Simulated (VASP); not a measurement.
## Gd: single point with PBE

Crystal: Gd.

```
Gd
1.0
     0.00000    2.00603    2.00603
     2.00603    0.00000    2.00603
     2.00603    2.00603    0.00000
Gd
1
Direct
  0.00000 0.00000 0.00000
```

This isn't the form of Gd at room conditions, which is hcp.

| Quantity | Value |
| --- | --- |
| Program | VASP 6.6.1 |
| Task | single point |
| Functional | PBE |
| Potentials or basis | VASP PAW PBE potentials, release 64 (Gd) |
| Cutoff | 520 eV |
| k mesh | 16 × 16 × 16 |
| Occupations | fermi-dirac, width 0.05 eV |
| Spin | collinear spin, ferromagnetic start |
| Starting moments | [7.0] μB |
| Dipole correction | no |
| Further INCAR settings | ALGO = Normal; EDIFF = 1e-06; NBANDS = 19 |

```
Pressure                                              : 71.0 GPa
Net moment                                            : 6.74 μB per cell
Site moments                                          : Gd +6.55 μB
Valence electrons inside the program's atomic spheres : Gd 15.91
```

Levels at points of the mesh, in eV from the Fermi level:
Spin up:
```tsv
k point	band 10	band 11	band 12	band 13	band 14	band 15
(0.00, 0.00, 0.00)	-3.03	-3.03	-3.03	1.84	1.84	1.84
(0.50, 0.00, 0.00)	-3.14	-3.14	-3.01	1.32	1.32	6.79
(0.50, 0.50, 0.00)	-3.33	-3.24	-3.24	-3.14	10.49	11.20
```
Spin down:
| k point | band 3 | band 4 | band 5 | band 6 | band 7 | band 8 | band 9 | band 10 |
| --- | --- | --- | --- | --- | --- | --- | --- | --- |
| (0.00, 0.00, 0.00) | -17.38 | -17.38 | -3.21 | 0.20 | 1.18 | 1.18 | 1.18 | 2.30 |
| (0.50, 0.00, 0.00) | -18.09 | -18.09 | -2.66 | 0.32 | 1.36 | 1.36 | 1.73 | 2.04 |
| (0.50, 0.50, 0.00) | -19.43 | -19.43 | -4.35 | -3.22 | 1.43 | 1.62 | 1.62 | 1.71 |

It took 2.5 min on 1 thread of AMD EPYC 9R45 96-Core Processor (Zen 5) (shared host), peak memory 0.18 GiB.

Caveat: the cell stands under pressure; spin-orbit coupling is left out, which moves the levels of the heavy elements; semilocal functionals describe open f shells poorly, which spoils levels, moments and volumes. The state reached can hang on the start; a lower one may exist.
